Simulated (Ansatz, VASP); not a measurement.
## Two plane-wave programs on Mg4TiN

```
Mg Ti N
1.0
     3.53845    0.00000    0.00000
    -1.76922    3.06439    0.00000
     0.00000    0.00000    7.76268
Mg Ti N
4 1 1
Direct
  0.33333 0.66667 0.76643
  0.33333 0.66667 0.23357
  0.66667 0.33333 0.76643
  0.66667 0.33333 0.23357
  0.00000 0.00000 0.00000
  0.00000 0.00000 0.50000
```

Change from the starting cell: species swapped into the ZrTiB4 type (P6/mmm, No. 191).

Alike in both runs: task single point; functional PBE; k mesh 6 × 6 × 2; occupations gaussian, width 0.1 eV; collinear spin.

|  | VASP | Ansatz |
| --- | --- | --- |
| version | VASP 6.6.1 | Ansatz 0.2.0 |
| potentials or method | VASP PAW PBE potentials, release 64 (Mg, Ti_sv, N), cutoff 520 eV | scalar-relativistic, plane waves, PAW |
| valence electrons in the cell | 25 | 57 |

Ansatz gave:

```
gap on the k mesh at the Fermi level (eV) : none
rms of the force components (eV/Å)        : 1.262
net moment per atom (μB)                  : 0.00
```

Q: Estimate VASP's values.

A: gap on the k mesh at the Fermi level (eV): none; rms of the force components (eV/Å): 1.271; net moment per atom (μB): 0.00.

Atom by atom the forces differ by 0.009 eV/Å (rms over components). A gap of «none» marks a metal or a gap that the smearing closes. With one functional, cell and mesh, what is left measures potentials, basis and numerics. VASP's potentials hold 25 valence electrons a cell and Ansatz's 57, so a difference there can come from the potentials and not from the codes. Ansatz's warnings: seeded moment not kept.

The k mesh is coarse, so the values compare programs but aren't converged.
